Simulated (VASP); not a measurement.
Wanted: the native input for a VASP 6.6.1 run.

```
Task                               : single point
Functional                         : HSE06
Potentials or basis                : VASP PAW PBE potentials, release 64 (Ta_pv)
Cutoff                             : 520 eV
k mesh                             : 6 × 6 × 3
Occupations                        : fermi-dirac, width 0.05 eV
Spin                               : no spin polarisation
Dipole correction                  : no
Grid for exact exchange (PRECFOCK) : Normal
Further INCAR settings             : ALGO = Normal; EDIFF = 1e-06; NBANDS = 18
Share of exact exchange            : 0.25
Screening parameter                : 0.2079 1/Å
```

Crystal: Ta.

```
Ta
1.0
     2.88524    0.00000    0.00000
    -1.44262    2.49869    0.00000
     0.00000    0.00000    5.12095
Ta
2
Direct
  0.33333 0.66667 0.25000
  0.66667 0.33333 0.75000
```

This isn't the form of Ta at room conditions, which is bcc.

One way to write it, as run:

POSCAR

```
Ta
1.0
    2.8852402888      0.0000000000      0.0000000000
   -1.4426201444      2.4986913861      0.0000000000
    0.0000000000      0.0000000000      5.1209506588
Ta
2
Direct
    0.3333333333      0.6666666667      0.2500000000
    0.6666666667      0.3333333333      0.7500000000
```

INCAR.step1

```
SYSTEM = Ta
ALGO = Normal
EDIFF = 1E-5
ENCUT = 520
GGA = PE
ISIF = 2
ISMEAR = -1
LASPH = .TRUE.
LCHARG = .FALSE.
LREAL = .FALSE.
LWAVE = .TRUE.
NBANDS = 18
NELM = 100
PREC = Accurate
SIGMA = 0.05
```

INCAR.step2

```
SYSTEM = Ta
ALGO = Normal
EDIFF = 1E-6
ENCUT = 520
GGA = PE
HFSCREEN = 0.2079
ISIF = 2
ISMEAR = -1
ISTART = 1
LASPH = .TRUE.
LCHARG = .FALSE.
LHFCALC = .TRUE.
LREAL = .FALSE.
LWAVE = .FALSE.
NBANDS = 18
NELM = 100
PREC = Accurate
PRECFOCK = Normal
SIGMA = 0.05
```

KPOINTS

```
k-points
0
G
  6 6 3
  0 0 0
```

Potentials or basis: VASP PAW PBE potentials, release 64 (Ta_pv).

The run is started by

```console
$ cat potpaw_PBE.64/Ta_pv/POTCAR > POTCAR
$ cp INCAR.step1 INCAR
$ mpirun -np 1 vasp_std > vasp.out
$ cp INCAR.step2 INCAR
$ mpirun -np 1 vasp_std > vasp.out
```

Results of the run:

```json
{
 "Pressure": "-1.1 GPa",
 "Band gap on the k mesh": "zero (bands 11 and 12 overlap by 1.77 eV)"
}
```

Caveat: the k points lie up to 0.42 Å⁻¹ apart, too coarse for converged energies and pressures of a metal; the PAW data sets were made with another functional, which shifts forces and pressure a little; spin-orbit coupling is left out, which moves the levels of the heavy elements.

Wall time 32 min on 1 thread of Intel(R) Xeon(R) Platinum 8259CL CPU @ 2.50GHz (Skylake/Cascade Lake) (shared host), peak memory 0.26 GiB.
